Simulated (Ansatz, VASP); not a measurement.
## Te2Pb3Se in VASP and in Ansatz

```
Te Pb Se
1.0
    -2.28114    9.66595    2.31438
     2.28114   -9.66595    2.31438
     2.28114    9.66595   -2.31438
Te Pb Se
2 3 1
Cartesian
  2.2811 3.2519 2.2531
  2.2811 -3.2519 2.2531
  0.0000 16.2199 0.0060
  0.0000 3.1120 0.0060
  0.0000 9.6660 0.2255
  0.0000 0.0000 4.4993
```

Alike in both runs: functional PBE; k mesh 8 × 8 × 8; occupations gaussian, width 0.02 eV; no spin polarisation.

Ansatz relaxed the structure, and its values are those at the end. VASP's run is a single point on that final structure, the one shown.

|  | VASP | Ansatz |
| --- | --- | --- |
| version | VASP 6.6.1 | Ansatz 0.2.0 |
| potentials or method | VASP PAW PBE potentials, release 64 (Te, Pb_d, Se), cutoff 500 eV | scalar-relativistic, plane waves, PAW |
| valence electrons in the cell | 60 | 90 |

Ansatz gave:

| Property | Result |
| --- | --- |
| gap on the k mesh at the Fermi level (eV) | 0.72 |
| least direct gap on the mesh (eV) | 0.72 |
| pressure (GPa) | 0.0 |
| rms of the force components (eV/Å) | 0.003 |

What did VASP give for the same quantities?

gap on the k mesh at the Fermi level (eV): 0.72; least direct gap on the mesh (eV): 0.72; pressure (GPa): 0.0; rms of the force components (eV/Å): 0.004.

VASP's potentials hold 60 valence electrons a cell and Ansatz's 90, so a difference there can come from the potentials and not from the codes.

Neither program's run includes spin-orbit coupling.
